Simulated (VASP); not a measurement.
# Nd (Fm-3m) in VASP: single point with r2SCAN

Aim: the single point of Nd with r2SCAN.

Everything below comes from runs of VASP 6.6.1. Logs are shortened: lines on timing, memory, paths and dates and some standing lists are left out, and cuts for length are marked.

## (1) The cell of the first run

Symmetry: Fm-3m, No. 225, cubic system. The conventional cell has a = 5.360 Å, b = 5.360 Å, c = 5.360 Å, α = 90.00°, β = 90.00°, γ = 90.00°. Within 5.0 Å of Nd (site symmetry m-3m) lie 12 Nd at 3.79 Å.

This isn't the form of Nd at room conditions, which is double hcp.

## (2) Single point, r2SCAN, collinear spin, ferromagnetic start

Contents of POSCAR:

```
Nd
1.0
    0.0000000000      2.6798513082      2.6798513082
    2.6798513082      0.0000000000      2.6798513082
    2.6798513082      2.6798513082      0.0000000000
Nd
1
Direct
    0.0000000000      0.0000000000      0.0000000000
```

Contents of INCAR.step1:

```
SYSTEM = Nd
PREC = Accurate ; ENCUT = 520
ISMEAR = 0 ; SIGMA = 0.05
LREAL = .False. ; LASPH = .True.
NELM = 150 ; ISPIN = 2
MAGMOM = 4.33 ; LMAXMIX = 6
NBANDS = 17 ; GGA = PE
ALGO = Normal ; EDIFF = 1E-4
LWAVE = .True. ; LCHARG = .False.
```

Contents of INCAR.step2:

```
SYSTEM = Nd
PREC = Accurate ; ENCUT = 520
EDIFF = 1E-6 ; ISMEAR = 0
SIGMA = 0.05 ; LREAL = .False.
LASPH = .True. ; NELM = 150
ALGO = Normal ; ISIF = 2
LWAVE = .False. ; LCHARG = .False.
ISPIN = 2 ; MAGMOM = 4.33
LORBIT = 11 ; LMAXMIX = 6
METAGGA = R2SCAN ; LMIXTAU = .True.
NBANDS = 17 ; ISTART = 1
```

Contents of KPOINTS:

```
Automatic mesh
0
Gamma
  14 14 14
  0 0 0
```

Potentials or basis: VASP PAW PBE potentials, release 64 (Nd).

Run with:

```sh
cat potpaw_PBE.64/Nd/POTCAR > POTCAR
cp INCAR.step1 INCAR
mpirun -np 1 vasp_std > vasp.out
cp INCAR.step2 INCAR
mpirun -np 1 vasp_std > vasp.out
```

OUTCAR:

```text
SYSTEM = Nd
   PREC = Accurate
   ENCUT = 520
   EDIFF = 1E-6
   ISMEAR = 0
   LREAL = .False.
   LASPH = .True.
   NELM = 150
   ISIF = 2
   ISPIN = 2
   LORBIT = 11
   METAGGA = R2SCAN
   ISTART = 1

 ion  position               nearest neighbor table
   1  0.000  0.000  0.000-

  LATTYP: Found a face centered cubic cell.
 ALAT       =     5.3597026164

  Lattice vectors:

 A1 = (   0.0000000000,   2.6798513082,   2.6798513082)
 A2 = (   2.6798513082,   0.0000000000,   2.6798513082)
 A3 = (   2.6798513082,   2.6798513082,   0.0000000000)

Analysis of symmetry for initial positions (statically):
=====================================================================
 Subroutine PRICEL returns:
 Original cell was already a primitive cell.

 Routine SETGRP: Setting up the symmetry group for a
 face centered cubic supercell.

 Subroutine GETGRP returns: Found 48 space group operations
 (whereof 48 operations were pure point group operations)
 out of a pool of 48 trial point group operations.

The static configuration has the point symmetry O_h .

Analysis of symmetry for dynamics (positions and initial velocities):
=====================================================================
 Subroutine PRICEL returns:
 Original cell was already a primitive cell.

 Routine SETGRP: Setting up the symmetry group for a
 face centered cubic supercell.

 Subroutine GETGRP returns: Found 48 space group operations
 (whereof 48 operations were pure point group operations)
 out of a pool of 48 trial point group operations.

The dynamic configuration has the point symmetry O_h .

Analysis of structural, dynamic, and magnetic symmetry:
=====================================================================
 Subroutine PRICEL returns:
 Original cell was already a primitive cell.

 Routine SETGRP: Setting up the symmetry group for a
 face centered cubic supercell.

 Subroutine GETGRP returns: Found 48 space group operations
 (whereof 48 operations were pure point group operations)
 out of a pool of 48 trial point group operations.

The overall configuration has the point symmetry O_h .

 Subroutine INISYM returns: Found 48 space group operations
 (whereof 48 operations are pure point group operations),
 and found     1 'primitive' translations

----------------------------------------------------------------------------------------

                                     Primitive cell

[... 102 lines left out ...]
   EFERMI =   0.00;   METHOD = LEGACY
   ISMEAR =     0;   SIGMA  =   0.05  broadening in eV -4-tet -1-fermi 0-gaus
   EFERMI_NEDOS =   21; number of points for ismear=-14 and -15
   IALGO  =     38    algorithm
   IMIX   =      4    mixing-type and parameters
     AMIX     =   0.40;   BMIX     =  1.00
     AMIX_MAG =   1.60;   BMIX_MAG =  1.00
  volume/ion in A,a.u.               =      38.49       259.75
  Fermi-wavevector in a.u.,A,eV,Ry     =   1.168594  2.208322 18.580264  1.365611
  Thomas-Fermi vector in A             =   2.305078
   LORBIT       =     11    0 simple, 1 ext, 2 COOP (PROOUT), +10 PAW based schemes
   METAGGA = R2SCAN    functional components
   LHFCALC =     F    Hartree Fock is set to
   AEXX    =    0.0000 exact exchange contribution
   IVDW    =     0    specifies the selected vdW correction
   LEPSILON=     F    determine dielectric tensor
   LRPA    =     F    only Hartree local field effects (RPA)
 spin polarized calculation
 Gauss-broadening in eV      SIGMA  =   0.05
  energy-cutoff  :      520.00
  volume of cell :       38.49
 maximum number of plane-waves:      1056
   NGX = 15   NGY = 15   NGZ = 15

 number of electron      14.0000002 magnetization       4.3310141

 Free energy of the ion-electron system (eV)
  ---------------------------------------------------
  ext. energy  EPLUGINS =         0.00000000
  ---------------------------------------------------
  free energy    TOTEN  =       -33.04232265 eV

  energy without entropy =      -33.03833761  energy(sigma->0) =      -33.04033013

 E-fermi :   4.0328     XC(G=0):  -9.9408

 val. band max:        4.0194970586   @ k =  -0.2857   0.0714   0.0000
 cond. band min:       4.0350386263   @ k =  -0.2857   0.3571   0.0714
 fundamental gap:      0.0155415677
 Fermi energy:         4.0327661673

 spin component 1

 k-point     1 :       0.0000    0.0000    0.0000
  band No.  band energies     occupation
      1     -35.0078      1.00000
      2     -15.2856      1.00000
      3     -15.2824      1.00000
      4     -15.2824      1.00000
      5      -0.4467      1.00000
      6       2.3582      1.00000
[... 459 lines left out ...]
      6       2.2331      1.00000
[... 9 lines left out ...]
     16       7.2358      0.00000
     17       8.5809      0.00000

 [... further k-points ...]

 spin component 2

 k-point     1 :       0.0000    0.0000    0.0000
  band No.  band energies     occupation
      1     -33.1481      1.00000
      2     -13.8059      1.00000
      3     -13.8059      1.00000
      4     -13.8055      1.00000
      5       1.0783      1.00000
      6       5.8572      0.00000
[... 459 lines left out ...]
      6       5.3472      0.00000
[... 9 lines left out ...]
     16       8.6881      0.00000
     17       9.6682      0.00000

 [... further k-points ...]

------------------------ aborting loop because EDIFF is reached ----------------------------------------

  FORCE on cell =-STRESS in cart. coord.  units (eV):
  Direction    XX          YY          ZZ          XY          YZ          ZX
  --------------------------------------------------------------------------------------
  -------------------------------------------------------------------------------------
  Total       -0.3841285     -0.3841285     -0.3841285     -0.0000000      0.0000000      0.0000000
  in kB      -15.9891356    -15.9891356    -15.9891356     -0.0000000      0.0000000      0.0000000
  external PRESSURE =     -15.9891356 kB  Pullay stress =       0.0000000 kB

 VOLUME and BASIS-vectors are now :
 -----------------------------------------------------------------------------
  energy-cutoff  :      520.00
  volume of cell :       38.49
      direct lattice vectors                 reciprocal lattice vectors
     0.000000000  2.679851308  2.679851308    -0.186577516  0.186577516  0.186577516
     2.679851308  0.000000000  2.679851308     0.186577516 -0.186577516  0.186577516
     2.679851308  2.679851308  0.000000000     0.186577516  0.186577516 -0.186577516

 POSITION                                       TOTAL-FORCE (eV/Angst)
 -----------------------------------------------------------------------------------
      0.00000      0.00000      0.00000         0.000000      0.000000      0.000000
 -----------------------------------------------------------------------------------
    total drift:                               -0.000000     -0.000000     -0.000000

  FREE ENERGIE OF THE ION-ELECTRON SYSTEM (eV)
  ---------------------------------------------------
  free  energy   TOTEN  =       -33.0423226490 eV

  energy  without entropy=      -33.0383376146  energy(sigma->0) =      -33.04033013

 total charge

# of ion       s       p       d       f       tot
--------------------------------------------------
    1        2.031   5.308   0.529   3.189  11.058

 magnetization (x)

# of ion       s       p       d       f       tot
--------------------------------------------------
    1       -0.008  -0.218   0.288   3.170   3.233
```

OUTCAR.step1:

```text
SYSTEM = Nd
   PREC = Accurate
   ENCUT = 520
   ISMEAR = 0
   LREAL = .False.
   LASPH = .True.
   NELM = 150
[... 1197 lines left out ...]
 -----------------------------------------------------------------------------------
      0.00000      0.00000      0.00000         0.000000      0.000000     -0.000000
 -----------------------------------------------------------------------------------
    total drift:                               -0.000000     -0.000000     -0.000000

  FREE ENERGIE OF THE ION-ELECTRON SYSTEM (eV)
  ---------------------------------------------------
  free  energy   TOTEN  =        -6.4761353754 eV

  energy  without entropy=       -6.4709579435  energy(sigma->0) =       -6.47354666
```

OSZICAR.step1:

```text
N       E                     dE             d eps       ncg     rms          rms(c)
DAV:   1     0.977546006864E+02    0.97755E+02   -0.53254E+03  8224   0.201E+03
DAV:   2     0.412703845079E+01   -0.93628E+02   -0.84520E+02 10740   0.238E+02
DAV:   3    -0.555161209112E+01   -0.96787E+01   -0.92486E+01 10906   0.106E+02
DAV:   4    -0.589797793487E+01   -0.34637E+00   -0.33654E+00 13062   0.145E+01
DAV:   5    -0.591100822076E+01   -0.13030E-01   -0.12956E-01 10124   0.227E+00    0.326E+01
DAV:   6    -0.177467243124E+02   -0.11836E+02   -0.51367E+01  9614   0.103E+02    0.459E+01
DAV:   7    -0.669230699461E+01    0.11054E+02   -0.17781E+01  9744   0.526E+01    0.113E+01
DAV:   8    -0.671685181778E+01   -0.24545E-01   -0.83659E+00 10785   0.326E+01    0.129E+01
DAV:   9    -0.659271178121E+01    0.12414E+00   -0.11393E-01 11502   0.472E+00    0.715E+00
DAV:  10    -0.646181410300E+01    0.13090E+00   -0.26127E-01 10616   0.986E+00    0.209E+00
DAV:  11    -0.647499510245E+01   -0.13181E-01   -0.94299E-02 11908   0.279E+00    0.110E+00
DAV:  12    -0.647588027372E+01   -0.88517E-03   -0.44280E-03 11118   0.672E-01    0.768E-01
DAV:  13    -0.647581747148E+01    0.62802E-04   -0.63310E-03 10897   0.806E-01    0.239E-01
DAV:  14    -0.647616216765E+01   -0.34470E-03   -0.64025E-04 10327   0.259E-01    0.133E-01
DAV:  15    -0.647613537543E+01    0.26792E-04   -0.53006E-04  7812   0.339E-01
   1 F= -.64761354E+01 E0= -.64735467E+01  d E =-.517743E-02  mag=     4.2204
```

It took 13 min on 1 thread of Intel Xeon 8259CL, shared host; peak memory 0.28 GiB.

Results:

| Property | Result |
| --- | --- |
| Free energy | -33.0423 eV |
| Pressure | -1.6 GPa |
| Net moment | 4.33 μB per cell |
| Site moments | Nd +3.23 μB |
| Valence electrons inside the program's atomic spheres | Nd 11.06 |

Levels at points of the mesh, in eV from the Fermi level:
Spin up:
```tsv
k point	band 6	band 7	band 8	band 9	band 10	band 11	band 12	band 13
(0.00, 0.00, 0.00)	-1.67	-1.67	-1.67	0.26	0.26	0.26	0.72	1.39
(0.50, 0.00, 0.00)	-1.87	-1.87	-1.66	0.09	0.46	0.46	0.86	1.34
(0.50, 0.50, 0.00)	-1.86	-1.84	-1.84	-1.61	0.26	0.44	0.44	1.33
```
Spin down:
```tsv
k point	band 3	band 4	band 5	band 6	band 7	band 8
(0.00, 0.00, 0.00)	-17.84	-17.84	-2.95	1.82	2.02	2.02
(0.50, 0.00, 0.00)	-17.95	-17.95	-0.45	1.56	2.05	2.28
(0.50, 0.50, 0.00)	-18.15	-18.15	-1.40	0.33	2.11	2.25
```

Caveat: the magnetic or orbital state may not be the lowest; the PAW data sets were made with another functional, which shifts forces and pressure a little; spin-orbit coupling is left out, which moves the levels of the heavy elements; semilocal functionals describe open f shells poorly, which spoils levels, moments and volumes.
